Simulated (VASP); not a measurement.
Write the native input for VASP 6.6.1 that does the following.

| Property | Result |
| --- | --- |
| Task | single point |
| Functional | revPBE |
| Dispersion | D3(BJ) |
| Potentials or basis | VASP PAW PBE potentials, release 64 (In_d) |
| Cutoff | 520 eV |
| k mesh | 11 × 11 × 11 |
| Occupations | fermi-dirac, width 0.05 eV |
| Spin | no spin polarisation |
| Dipole correction | no |
| Further INCAR settings | ALGO = Normal; EDIFF = 1e-06; NBANDS = 12 |

The structure of In lies in POSCAR:

```
In
1.0
   -1.6356708202      1.6356708202      2.3992441521
    1.6356708202     -1.6356708202      2.3992441521
    1.6356708202      1.6356708202     -2.3992441521
In
1
Direct
    0.0000000000      0.0000000000      0.0000000000
```

The input as run:

INCAR

```
SYSTEM = In
ALGO = Normal ; EDIFF = 1E-6
ENCUT = 520 ; GGA = RE
ISIF = 2 ; ISMEAR = -1
IVDW = 12 ; LASPH = .True.
LCHARG = .False. ; LREAL = .False.
LWAVE = .False. ; NBANDS = 12
NELM = 80 ; PREC = Accurate
SIGMA = 0.05
```

KPOINTS

```
k-points
0
Gamma
  11 11 11
  0 0 0
```

Potentials or basis: VASP PAW PBE potentials, release 64 (In_d).

Run with:

```sh
$ cat potpaw_PBE.64/In_d/POTCAR > POTCAR
$ mpirun -np 1 vasp_std > vasp.out
```

Results of the run:

The pressure is 0.0 GPa and the dispersion energy per atom is -0.624 eV.

Caveat: the PAW data sets were made with another functional, which shifts forces and pressure a little; pairwise dispersion overbinds metals, which lowers pressure and volume.

It took 16 s on 1 thread of Intel(R) Xeon(R) 6975P-C (Granite Rapids) (shared host), peak memory 0.18 GiB.
